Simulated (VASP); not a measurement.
Wanted: the native input for a VASP 6.6.1 run.

* Task: single point
* Functional: PBE
* Potentials or basis: VASP PAW PBE potentials, release 64 (C)
* Cutoff: 600 eV
* k mesh: 8 × 8 × 8
* Occupations: gaussian, width 0.01 eV
* Spin: no spin polarisation
* Dipole correction: no
* Further INCAR settings: ALGO = Normal; EDIFF = 1e-06; NBANDS = 11

The structure of C lies in POSCAR:

```
C
1.0
    0.0000000000      1.7857952420      1.7857952420
    1.7857952420      0.0000000000      1.7857952420
    1.7857952420      1.7857952420      0.0000000000
C
2
Direct
    0.0000000000      0.0000000000      0.0000000000
    0.2500000000      0.2500000000      0.2500000000
```

The input as run:

INCAR

```
SYSTEM = C
PREC     = Accurate       ! precision mode
ENCUT    = 600            ! plane-wave cutoff, eV
EDIFF    = 1E-6           ! SCF threshold, eV
ISMEAR   = 0              ! smearing method
SIGMA    = 0.01           ! smearing width, eV
LREAL    = .False.        ! projectors in reciprocal space
LASPH    = .True.         ! aspherical terms in the spheres
NELM     = 120            ! most SCF steps
ALGO     = Normal         ! electronic algorithm
ISIF     = 2              ! what is computed and relaxed
LWAVE    = .False.        ! write WAVECAR
LCHARG   = .False.        ! write CHGCAR
GGA      = PE             ! functional
NBANDS   = 11             ! bands
GGA_COMPAT= .False.
```

KPOINTS

```
Automatic mesh
0
Gamma
  8 8 8
  0 0 0
```

Potentials or basis: VASP PAW PBE potentials, release 64 (C).

Command:

```sh
$ cat potpaw_PBE.64/C/POTCAR > POTCAR
$ mpirun -np 1 vasp_std > vasp.out
```

It gave:

```yaml
Pressure: 0.0 GPa
Band_gap_on_the_k_mesh: 4.12 eV, indirect (least direct gap 5.58 eV)
```

It took 5.3 s on 1 thread of Intel Xeon 8259CL (shared host), peak memory 0.12 GiB.
